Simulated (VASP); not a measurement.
# CdSe in VASP: further runs

CdSe is run at these levels: PBEsol; tasks: single point.

Program: VASP 6.6.1. These are calculated values, not measurements. Logs are shortened: lines on timing, memory, paths and dates and some standing lists are left out, and cuts for length are marked.

## (1) The cell of the first run

Symmetry: F-43m, No. 216, cubic system. Conventional cell: a = 5.972 Å, b = 5.972 Å, c = 5.972 Å, α = 90.00°, β = 90.00°, γ = 90.00°. Within 3.4 Å of Cd (site symmetry -43m) lie 4 Se at 2.59 Å. Se (site symmetry -43m) has 4 Cd at 2.59 Å within 3.4 Å.

## (2) Single point, PBEsol

INCAR reads:

```
  PREC = Accurate
  ENCUT = 520
  EDIFF = 1E-7
  ISMEAR = 0
  SIGMA = 0.05
  LREAL = F
  LASPH = T
  NELM = 60
  ALGO = Normal
  ISIF = 2
  LWAVE = F
  LCHARG = F
  GGA = PS
  NBANDS = 16
```

KPOINTS reads:

```
Automatic mesh
0
Gamma
  10 10 10
```

POSCAR reads:

```
CdSe
1.0
    0.0000000000      2.9862332182      2.9862332182
    2.9862332182      0.0000000000      2.9862332182
    2.9862332182      2.9862332182      0.0000000000
Cd Se
1 1
Direct
    0.0000000000      0.0000000000      0.0000000000
    0.7500000000      0.7500000000      0.7500000000
```

Potentials or basis: VASP PAW PBE potentials, release 64 (Cd, Se).

The run is started by

```bash
$ cat potpaw_PBE.64/Cd/POTCAR potpaw_PBE.64/Se/POTCAR > POTCAR
$ mpirun -np 1 vasp_std > vasp.out
```

OUTCAR:

```text
PREC = Accurate
   ENCUT = 520
   EDIFF = 1E-7
   ISMEAR = 0
   LREAL = F
   LASPH = T
   NELM = 60
   ISIF = 2
   GGA = PS

 ion  position               nearest neighbor table
   1  0.000  0.000  0.000-   2 2.59   2 2.59   2 2.59   2 2.59
   2  0.750  0.750  0.750-   1 2.59   1 2.59   1 2.59   1 2.59

  LATTYP: Found a face centered cubic cell.
 ALAT       =     5.9724664364

  Lattice vectors:

 A1 = (   0.0000000000,   2.9862332182,   2.9862332182)
 A2 = (   2.9862332182,   0.0000000000,   2.9862332182)
 A3 = (   2.9862332182,   2.9862332182,   0.0000000000)

Analysis of symmetry for initial positions (statically):
=====================================================================
 Subroutine PRICEL returns:
 Original cell was already a primitive cell.

 Routine SETGRP: Setting up the symmetry group for a
 face centered cubic supercell.

 Subroutine GETGRP returns: Found 24 space group operations
 (whereof 24 operations were pure point group operations)
 out of a pool of 48 trial point group operations.

The static configuration has the point symmetry T_d .

Analysis of symmetry for dynamics (positions and initial velocities):
=====================================================================
 Subroutine PRICEL returns:
 Original cell was already a primitive cell.

 Routine SETGRP: Setting up the symmetry group for a
 face centered cubic supercell.

 Subroutine GETGRP returns: Found 24 space group operations
 (whereof 24 operations were pure point group operations)
 out of a pool of 48 trial point group operations.

The dynamic configuration has the point symmetry T_d .

 Subroutine INISYM returns: Found 24 space group operations
 (whereof 24 operations are pure point group operations),
 and found     1 'primitive' translations

----------------------------------------------------------------------------------------

                                     Primitive cell

  volume of cell :      53.2600

  direct lattice vectors                    reciprocal lattice vectors
     0.000000000  2.986233218  2.986233218    -0.167435014  0.167435014  0.167435014
     2.986233218  0.000000000  2.986233218     0.167435014 -0.167435014  0.167435014
     2.986233218  2.986233218  0.000000000     0.167435014  0.167435014 -0.167435014

  length of vectors
     4.223171518  4.223171518  4.223171518     0.290005951  0.290005951  0.290005951

  position of ions in fractional coordinates (direct lattice)
     0.000000000  0.000000000  0.000000000
     0.750000000  0.750000000  0.750000000

  ion indices of the primitive-cell ions
   primitive index   ion index
                 1           1
                 2           2

----------------------------------------------------------------------------------------

 KPOINTS: Automatic mesh

Automatic generation of k-mesh.
 Grid dimensions read from file:
 generate k-points for:   10   10   10

 Generating k-lattice:

  Cartesian coordinates                     Fractional coordinates (reciprocal lattice)
    -0.016743501  0.016743501  0.016743501     0.100000000  0.000000000  0.000000000
     0.016743501 -0.016743501  0.016743501     0.000000000  0.100000000  0.000000000
     0.016743501  0.016743501 -0.016743501     0.000000000  0.000000000  0.100000000

  Length of vectors
     0.029000595  0.029000595  0.029000595

  Shift w.r.t. Gamma in fractional coordinates (k-lattice)
     0.000000000  0.000000000  0.000000000

 Subroutine IBZKPT returns following result:
 ===========================================

 Found     47 irreducible k-points:

 Following reciprocal coordinates:
            Coordinates               Weight
  0.000000  0.000000  0.000000      1.000000
  0.100000  0.000000  0.000000      8.000000
  0.200000  0.000000  0.000000      8.000000
  0.300000  0.000000  0.000000      8.000000
  0.400000  0.000000  0.000000      8.000000
  0.500000  0.000000  0.000000      4.000000
[... 16 lines left out ...]
  0.300000  0.300000  0.000000      6.000000
  0.400000  0.300000  0.000000     24.000000
 [... further k-points ...]
   k-points           NKPTS =     47   k-points in BZ     NKDIM =     47   number of bands    NBANDS=     16
   number of dos      NEDOS =    301   number of ions     NIONS =      2
   total plane-waves  NPLWV =  32768
   dimension x,y,z NGX =    32 NGY =   32 NGZ =   32
   dimension x,y,z NGXF=    64 NGYF=   64 NGZF=   64
   ions per type =               1   1
   NGX,Y,Z   is equivalent  to a cutoff of  12.60, 12.60, 12.60 a.u.
   NGXF,Y,Z  is equivalent  to a cutoff of  25.19, 25.19, 25.19 a.u.
 SYSTEM =  unknown system
   PREC   = accura    normal or accurate (medium, high low for compatibility)
   ISTART =      0    job   : 0-new  1-cont  2-samecut
   ICHARG =      2    charge: 1-file 2-atom 10-const
   ISPIN  =      1    spin polarized calculation?
   LNONCOLLINEAR =      F non collinear calculations
   LSORBIT =      F    spin-orbit coupling
[... 113 lines left out ...]
      6      -6.2373      2.00000
[... 8 lines left out ...]
     15      12.5772      0.00000
     16      12.5772      0.00000

 k-point     6 :       0.5000    0.0000    0.0000
  band No.  band energies     occupation
      1     -11.2553      2.00000
      2      -6.7466      2.00000
      3      -6.7466      2.00000
      4      -6.3842      2.00000
      5      -6.3842      2.00000
      6      -6.0755      2.00000
[... 8 lines left out ...]
     15      13.5284      0.00000
     16      13.5284      0.00000

 k-point     7 :       0.1000    0.1000    0.0000
  band No.  band energies     occupation
      1     -11.6336      2.00000
      2      -6.8315      2.00000
      3      -6.8312      2.00000
      4      -6.8312      2.00000
      5      -6.4217      2.00000
      6      -6.4055      2.00000
[... 8 lines left out ...]
     15      11.9638      0.00000
     16      12.5392      0.00000

 k-point     8 :       0.2000    0.1000    0.0000
  band No.  band energies     occupation
      1     -11.5491      2.00000
      2      -6.8114      2.00000
      3      -6.7977      2.00000
      4      -6.7523      2.00000
      5      -6.4279      2.00000
      6      -6.3993      2.00000
[... 8 lines left out ...]
     15      12.1951      0.00000
     16      12.5630      0.00000

 k-point     9 :       0.3000    0.1000    0.0000
  band No.  band energies     occupation
      1     -11.4244      2.00000
      2      -6.7796      2.00000
      3      -6.7601      2.00000
      4      -6.5898      2.00000
      5      -6.4167      2.00000
      6      -6.3913      2.00000
[... 8 lines left out ...]
     15      12.1211      0.00000
     16      12.2490      0.00000
[... 172 lines left out ...]
 k-point    19 :       0.5000    0.2000    0.0000
  band No.  band energies     occupation
      1     -11.2100      2.00000
      2      -6.7160      2.00000
      3      -6.6756      2.00000
      4      -6.4641      2.00000
      5      -6.3764      2.00000
      6      -6.0541      2.00000
[... 8 lines left out ...]
     15      13.6400      0.00000
     16      13.6915      0.00000

 k-point    20 :      -0.4000    0.2000    0.0000
  band No.  band energies     occupation
      1     -11.2015      2.00000
      2      -6.7152      2.00000
      3      -6.6848      2.00000
      4      -6.4296      2.00000
      5      -6.3967      2.00000
      6      -6.0013      2.00000
[... 8 lines left out ...]
     15      12.3080      0.00000
     16      13.4479      0.00000

 k-point    21 :      -0.3000    0.2000    0.0000
  band No.  band energies     occupation
      1     -11.2593      2.00000
      2      -6.7210      2.00000
      3      -6.7129      2.00000
      4      -6.4302      2.00000
      5      -6.4204      2.00000
      6      -6.1849      2.00000
[... 8 lines left out ...]
     15      12.5924      0.00000
     16      13.8462      0.00000

 k-point    22 :      -0.2000    0.2000    0.0000
  band No.  band energies     occupation
      1     -11.3615      2.00000
      2      -6.7549      2.00000
      3      -6.7401      2.00000
      4      -6.5116      2.00000
      5      -6.4309      2.00000
      6      -6.3495      2.00000
[... 8 lines left out ...]
     15      12.6609      0.00000
     16      13.7905      0.00000

 k-point    23 :       0.3000    0.3000    0.0000
  band No.  band energies     occupation
      1     -11.3156      2.00000
      2      -6.6652      2.00000
      3      -6.6652      2.00000
      4      -6.6554      2.00000
      5      -6.3759      2.00000
      6      -6.3663      2.00000
[... 8 lines left out ...]
     15      13.1550      0.00000
     16      15.3757      0.00000

 k-point    24 :       0.4000    0.3000    0.0000
  band No.  band energies     occupation
      1     -11.2306      2.00000
      2      -6.6685      2.00000
      3      -6.6262      2.00000
      4      -6.5826      2.00000
      5      -6.3591      2.00000
      6      -6.2413      2.00000
[... 8 lines left out ...]
     15      13.5769      0.00000
     16      15.1909      0.00000

 [... further k-points ...]

------------------------ aborting loop because EDIFF is reached ----------------------------------------

  FORCE on cell =-STRESS in cart. coord.  units (eV):
  Direction    XX          YY          ZZ          XY          YZ          ZX
  --------------------------------------------------------------------------------------
  -------------------------------------------------------------------------------------
  Total        1.2112302      1.2112302      1.2112302     -0.0000000     -0.0000000     -0.0000000
  in kB       36.4364548     36.4364548     36.4364548     -0.0000000     -0.0000000     -0.0000000
  external PRESSURE =      36.4364548 kB  Pullay stress =       0.0000000 kB

 VOLUME and BASIS-vectors are now :
 -----------------------------------------------------------------------------
  energy-cutoff  :      520.00
  volume of cell :       53.26
      direct lattice vectors                 reciprocal lattice vectors
     0.000000000  2.986233218  2.986233218    -0.167435014  0.167435014  0.167435014
     2.986233218  0.000000000  2.986233218     0.167435014 -0.167435014  0.167435014
     2.986233218  2.986233218  0.000000000     0.167435014  0.167435014 -0.167435014

 POSITION                                       TOTAL-FORCE (eV/Angst)
 -----------------------------------------------------------------------------------
      0.00000      0.00000      0.00000         0.000000      0.000000      0.000000
      4.47935      4.47935      4.47935        -0.000000     -0.000000     -0.000000
 -----------------------------------------------------------------------------------
    total drift:                                0.000000      0.000000      0.000000

  FREE ENERGIE OF THE ION-ELECTRON SYSTEM (eV)
  ---------------------------------------------------
  free  energy   TOTEN  =        -6.1421365546 eV

  energy  without entropy=       -6.1421365546  energy(sigma->0) =       -6.14213655
```

Run time: 17 s. Hardware: 1 thread of Intel Xeon 6975P-C (Granite Rapids), shared host; peak memory 0.2 GiB.

Results:

```
Free energy            : -6.1421 eV
Pressure               : 3.6 GPa
Band gap on the k mesh : 0.59 eV, direct
```

Levels at points of the mesh, in eV from the valence-band top:
```
           k point  band 5  band 6  band 7  band 8  band 9  band 10  band 11  band 12  band 13  band 14
(0.00, 0.00, 0.00)   -7.68   -7.68    0.00    0.00    0.00     0.59     5.85     5.85     5.85     9.81
(0.50, 0.00, 0.00)   -7.65   -7.34   -4.79   -0.84   -0.84     2.35     6.37     6.37     7.42    10.04
(0.50, 0.50, 0.00)   -7.61   -7.27   -4.39   -2.08   -2.08     2.89     3.71     9.25    10.45    10.45
```

Caveat: the PAW data sets were made with another functional, which shifts forces and pressure a little. As with any semilocal functional, this PBEsol gap is likely too small.

## (3) Single point, PBEsol

This run uses another cell than the first one, of 29.63 Å³/atom, 1.113 times its volume.

INCAR reads:

```
PREC = Accurate
ENCUT = 520
EDIFF = 1E-6
ISMEAR = 0
SIGMA = 0.05
LREAL = F
LASPH = T
NELM = 100
ALGO = Normal
ISIF = 2
LWAVE = F
LCHARG = F
GGA = PS
NBANDS = 16
```

KPOINTS reads:

```
regular mesh
0
Gamma
  10 10 10
```

POSCAR reads:

```
CdSe
1.0
    0.0000000000      3.0944402602      3.0944402602
    3.0944402602      0.0000000000      3.0944402602
    3.0944402602      3.0944402602      0.0000000000
Cd Se
1 1
Direct
    0.0000000000      0.0000000000      0.0000000000
    0.7500000000      0.7500000000      0.7500000000
```

Potentials or basis: VASP PAW PBE potentials, release 64 (Cd, Se).

The run is started by

```bash
$ cat potpaw_PBE.64/Cd/POTCAR potpaw_PBE.64/Se/POTCAR > POTCAR
$ mpirun -np 1 vasp_std > vasp.out
```

Wall time 21 s (1 thread of Intel Xeon 6975P-C (Granite Rapids), shared host); peak memory 0.22 GiB.

The run converged. Its results:

```
Free energy            : -6.1595 eV
Pressure               : -2.2 GPa
Band gap on the k mesh : 0.38 eV, direct
```

Levels at points of the mesh, in eV from the valence-band top:
```tsv
k point	band 6	band 7	band 8	band 9	band 10	band 11	band 12	band 13
(0.00, 0.00, 0.00)	-7.42	0.00	0.00	0.00	0.38	5.85	5.85	5.85
(0.50, 0.00, 0.00)	-7.16	-4.15	-0.69	-0.69	2.22	6.35	6.35	7.13
(0.50, 0.50, 0.00)	-7.11	-3.90	-1.71	-1.71	3.10	3.62	8.74	9.82
```

Caveat: the PAW data sets were made with another functional, which shifts forces and pressure a little.

## (4) Single point, PBEsol

This run uses another cell than the first one, of 31.13 Å³/atom, 1.169 times its volume.

INCAR reads:

```
SYSTEM = CdSe
PREC = Accurate ; ENCUT = 520
EDIFF = 1E-6 ; ISMEAR = 0
SIGMA = 0.05 ; LREAL = .FALSE.
LASPH = .TRUE. ; NELM = 60
ALGO = Normal ; ISIF = 2
LWAVE = .FALSE. ; LCHARG = .FALSE.
GGA = PS ; NBANDS = 16
```

KPOINTS reads:

```
Automatic mesh
0
G
  10 10 10
  0 0 0
```

POSCAR reads:

```
CdSe
1.0
    0.0000000000      3.1457993895      3.1457993895
    3.1457993895      0.0000000000      3.1457993895
    3.1457993895      3.1457993895      0.0000000000
Cd Se
1 1
Direct
    0.0000000000      0.0000000000      0.0000000000
    0.7500000000      0.7500000000      0.7500000000
```

The run is started by

```bash
$ cat potpaw_PBE.64/Cd/POTCAR potpaw_PBE.64/Se/POTCAR > POTCAR
$ mpirun -np 1 vasp_std > vasp.out
```

Wall time 22 s (1 thread of Intel Xeon 6975P-C (Granite Rapids), shared host); peak memory 0.23 GiB.

The run converged. Its results:

```yaml
Free_energy: -6.1016 eV
Pressure: -4.0 GPa
Band_gap_on_the_k_mesh: 0.28 eV, direct
```

Levels at points of the mesh, in eV from the valence-band top:
| k point | band 5 | band 6 | band 7 | band 8 | band 9 | band 10 | band 11 | band 12 | band 13 | band 14 |
| --- | --- | --- | --- | --- | --- | --- | --- | --- | --- | --- |
| (0.00, 0.00, 0.00) | -7.33 | -7.33 | 0.00 | 0.00 | 0.00 | 0.28 | 5.84 | 5.84 | 5.84 | 9.19 |
| (0.50, 0.00, 0.00) | -7.32 | -7.11 | -3.89 | -0.62 | -0.62 | 2.16 | 6.32 | 6.32 | 6.97 | 9.60 |
| (0.50, 0.50, 0.00) | -7.29 | -7.06 | -3.69 | -1.56 | -1.56 | 3.18 | 3.55 | 8.53 | 9.53 | 9.53 |

Caveat: the PAW data sets were made with another functional, which shifts forces and pressure a little.

## (5) Single point, PBEsol

This run uses another cell than the first one, of 32.63 Å³/atom, 1.225 times its volume.

INCAR reads:

```
ALGO = Normal
EDIFF = 1E-6
ENCUT = 520
GGA = PS
ISIF = 2
ISMEAR = 0
LASPH = True
LCHARG = False
LREAL = False
LWAVE = False
NBANDS = 16
NELM = 100
PREC = Accurate
SIGMA = 0.05
```

KPOINTS reads:

```
k-points
0
Gamma
  10 10 10
```

POSCAR reads:

```
CdSe
1.0
    0.0000000000      3.1955667778      3.1955667778
    3.1955667778      0.0000000000      3.1955667778
    3.1955667778      3.1955667778      0.0000000000
Cd Se
1 1
Direct
    0.0000000000      0.0000000000      0.0000000000
    0.7500000000      0.7500000000      0.7500000000
```

The run is started by

```bash
$ cat potpaw_PBE.64/Cd/POTCAR potpaw_PBE.64/Se/POTCAR > POTCAR
$ mpirun -np 1 vasp_std > vasp.out
```

Wall time 21 s (1 thread of Intel Xeon 6975P-C (Granite Rapids), shared host); peak memory 0.23 GiB.

Results (log left out):

| Property | Result |
| --- | --- |
| Free energy | -6.0144 eV |
| Pressure | -5.3 GPa |
| Band gap on the k mesh | 0.19 eV, direct |

Levels at points of the mesh, in eV from the valence-band top:
```csv
k point,band 6,band 7,band 8,band 9,band 10,band 11,band 12,band 13
"(0.00, 0.00, 0.00)",-7.27,0.00,0.00,0.00,0.19,5.82,5.82,5.82
"(0.50, 0.00, 0.00)",-7.08,-3.66,-0.57,-0.57,2.09,6.29,6.29,6.82
"(0.50, 0.50, 0.00)",-7.03,-3.50,-1.42,-1.42,3.25,3.47,8.34,9.26
```

Caveat: the PAW data sets were made with another functional, which shifts forces and pressure a little.

## (6) Single point, PBEsol

This run uses another cell than the first one, of 23.63 Å³/atom, 0.887 times its volume.

INCAR reads:

```
SYSTEM = CdSe
ALGO     = Normal         ! electronic algorithm
EDIFF    = 1E-6           ! SCF threshold, eV
ENCUT    = 520            ! plane-wave cutoff, eV
GGA      = PS             ! functional
ISIF     = 2              ! what is computed and relaxed
ISMEAR   = 0              ! smearing method
LASPH    = .True.         ! aspherical terms in the spheres
LCHARG   = .True.         ! write CHGCAR
LELF     = .True.         ! ELF
LREAL    = .False.        ! projectors in reciprocal space
LVHAR    = .True.       
LWAVE    = .False.        ! write WAVECAR
NBANDS   = 16             ! bands
NELM     = 80             ! most SCF steps
PREC     = Accurate       ! precision mode
SIGMA    = 0.05           ! smearing width, eV
```

KPOINTS reads:

```
k-points
0
Gamma
  10 10 10
  0 0 0
```

POSCAR reads:

```
CdSe
1.0
    0.0000000000      2.8314202301      2.8314202301
    2.8314202301      0.0000000000      2.8314202301
    2.9088123830      2.9088123830     -0.0773921530
Cd Se
1 1
Direct
    0.0000000000      0.0000000000      0.0000000000
    0.7500000000      0.7500000000      0.7500000000
```

Potentials or basis: VASP PAW PBE potentials, release 64 (Cd, Se).

The run is started by

```bash
$ cat potpaw_PBE.64/Cd/POTCAR potpaw_PBE.64/Se/POTCAR > POTCAR
$ mpirun -np 1 vasp_std > vasp.out
```

It took 36 s on 1 thread of Intel Xeon 6975P-C (Granite Rapids), shared host; peak memory 0.23 GiB.

It converged, with:

* Free energy: -5.7987 eV
* Pressure: 14.6 GPa
* Largest force: 0.616 eV/Å
* Band gap on the k mesh: 0.74 eV, direct

Forces in eV/Å, atoms in the order of the input:
```
Cd   0.356  0.356 -0.356
Se  -0.356 -0.356  0.356
```

Stress tensor (GPa, compression positive):
```
14.59 -2.24  2.24
-2.24 14.59  2.24
 2.24  2.24 14.59
```

Levels at points of the mesh, in eV from the valence-band top:
```tsv
k point	band 6	band 7	band 8	band 9	band 10	band 11	band 12	band 13
(0.00, 0.00, 0.00)	-8.17	-0.20	0.00	0.00	0.74	5.36	5.92	5.92
(0.50, 0.00, 0.00)	-7.71	-5.69	-1.20	-1.14	2.32	6.05	6.38	7.59
(0.50, 0.50, 0.00)	-7.64	-5.07	-2.76	-2.49	2.52	3.67	9.74	11.15
(0.00, 0.00, 0.50)	-7.78	-5.67	-0.93	-0.93	2.60	6.47	6.47	7.48
```

Caveat: the PAW data sets were made with another functional, which shifts forces and pressure a little.

## (7) The runs side by side

| cell | gap on the mesh (eV) | pressure (GPa) |
| --- | --- | --- |
| a = 4.223 Å, angles 60.0°, 2 atoms | 0.59 | 3.6 |
| a = 4.376 Å, angles 60.0°, 2 atoms | 0.38 | -2.2 |
| a = 4.449 Å, angles 60.0°, 2 atoms | 0.28 | -4.0 |
| a = 4.519 Å, angles 60.0°, 2 atoms | 0.19 | -5.3 |
| a = 4.004, b = 4.004, c = 4.114 Å, angles 60.9, 60.9, 60.0°, 2 atoms | 0.74 | 14.6 |

Alike in all rows: task single point; level PBEsol; potentials or basis VASP PAW PBE potentials, release 64 (Cd, Se); no spin polarisation; k mesh 10 × 10 × 10; cutoff (eV) 520; smearing gaussian 0.05 eV.

Caveats: the PAW data sets were made with another functional, which shifts forces and pressure a little.

Total energies depend on the potentials used, so only differences within one code and one set of settings carry meaning.
